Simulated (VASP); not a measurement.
A run of VASP 6.6.1 is set up as follows.

The input INCAR:

```
SYSTEM = Cu
PREC = Accurate
ENCUT = 520
EDIFF = 1E-6
ISMEAR = 0
SIGMA = 0.1
LREAL = .FALSE.
LASPH = .TRUE.
NELM = 100
ALGO = Normal
ISIF = 2
LWAVE = .FALSE.
LCHARG = .TRUE.
LDIPOL = .TRUE.
IDIPOL = 3
DIPOL = 0.5 0.5 0.316
LELF = .TRUE.
LVHAR = .TRUE.
LVACPOTAV = .TRUE.
NBANDS = 84
```

KPOINTS

```
Automatic mesh
0
G
  6 6 1
  0 0 0
```

File POSCAR:

```
Cu
1.0
    4.9751540563      0.0000000000      0.0000000000
    0.0000000000      4.9751540563      0.0000000000
    0.0000000000      0.0000000000     18.9178854445
Cu
13
Direct
    0.2500000000      0.2500000000      0.2114401217
    0.2500000000      0.7500000000      0.2114401217
    0.7500000000      0.2500000000      0.2114401217
    0.7500000000      0.7500000000      0.2114401217
    0.0000000000      0.0000000000      0.3017752139
    0.0000000000      0.5000000000      0.3017752139
    0.5000000000      0.0000000000      0.3017752139
    0.5000000000      0.5000000000      0.3017752139
    0.2500000000      0.2500000000      0.3921096502
    0.2500000000      0.7500000000      0.3921096502
    0.7500000000      0.2500000000      0.3921096502
    0.7500000000      0.7500000000      0.3921096502
    0.2500000000      0.5000000000      0.4912152166
```

Potentials or basis: VASP PAW LDA potentials, release 64 (Cu).

The run is started by

```bash
$ cat potpaw_LDA.64/Cu/POTCAR > POTCAR
$ mpirun -np 1 vasp_std > vasp.out
```

(1) What does it give for the largest force?

(2) Estimate the band gap on the k mesh.

## Answers

(1) 0.398 eV/Å.

(2) zero (an odd number of electrons rules out a gap without spin polarisation).
